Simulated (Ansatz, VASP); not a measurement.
# Ga4P in VASP and in Ansatz

```
Ga P
1.0
     4.68544    0.00000    0.00000
     0.00000    4.68544    0.00000
     0.00000    0.00000    4.68544
Ga P
4 1
Direct
  0.25000 0.25000 0.25000
  0.75000 0.75000 0.25000
  0.25000 0.75000 0.75000
  0.75000 0.25000 0.75000
  0.00000 0.00000 0.00000
```

Change from the starting cell: species swapped into the SnI4 type (P-43m, No. 215).

Alike in both runs: task relaxation of cell and atoms; functional PBE; k mesh 4 × 4 × 4; occupations gaussian, width 0.1 eV; no spin polarisation.

|  | VASP | Ansatz |
| --- | --- | --- |
| version | VASP 6.6.1 | Ansatz 0.2.0 |
| potentials or method | VASP PAW PBE potentials, release 64 (Ga_d, P), cutoff 600 eV | scalar-relativistic, plane waves, PAW |
| valence electrons in the cell | 57 | 57 |

VASP gave:

```
gap on the k mesh at the Fermi level, each at its own relaxed structure (eV) : none
relaxed volume (Å³/atom)                                                     : 20.85
relaxed cell length with the largest relative difference (Å)                 : 4.706
```

Question: Estimate Ansatz's values.

Answer: gap on the k mesh at the Fermi level, each at its own relaxed structure (eV): none; relaxed volume (Å³/atom): 20.82; relaxed cell length with the largest relative difference (Å): 4.704.

A gap of «none» marks a metal or a gap that the smearing closes.
